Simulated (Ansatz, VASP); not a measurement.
**One calculation of Tl3S, two programs**

```
Tl S
1.0
    -2.35097    2.35097    5.14280
     2.35097   -2.35097    5.14280
     2.35097    2.35097   -5.14280
Tl S
3 1
Cartesian
  0.0000 0.0000 5.1428
  2.3510 0.0000 2.5714
  0.0000 2.3510 2.5714
  0.0000 0.0000 0.0000
```

Alike in both runs: task single point; functional PBE-based screened hybrid with a share of 0.05 of exact exchange and HFSCREEN = 0.2; k mesh 4 × 4 × 4; occupations fermi-dirac, width 0.05 eV; no spin polarisation.

```csv
,VASP,Ansatz
version,VASP 6.6.1,Ansatz 0.2.0
potentials or method,"VASP PAW PBE potentials, release 64 (Tl_d, S)",Ansatz PAW
plane-wave cutoff (eV),520,420
valence electrons in the cell,45,45
```

VASP gave:

```
gap on the k mesh at the Fermi level (eV)                     : none
pressure (GPa)                                                : -0.2
traceless stress, the component that is largest in VASP (GPa) : -0.42
```

Task: Which values does Ansatz return?

Result: gap on the k mesh at the Fermi level (eV): none; pressure (GPa): -0.1; traceless stress, the component that is largest in VASP (GPa): -0.42.

VASP's potentials were made for PBE, not for PBE-based screened hybrid. A gap of «none» marks a metal or a gap that the smearing closes. With one functional, cell and mesh, what is left measures potentials, basis and numerics.

The k mesh is coarse, so the values compare programs but aren't converged. Spin-orbit coupling is off throughout.
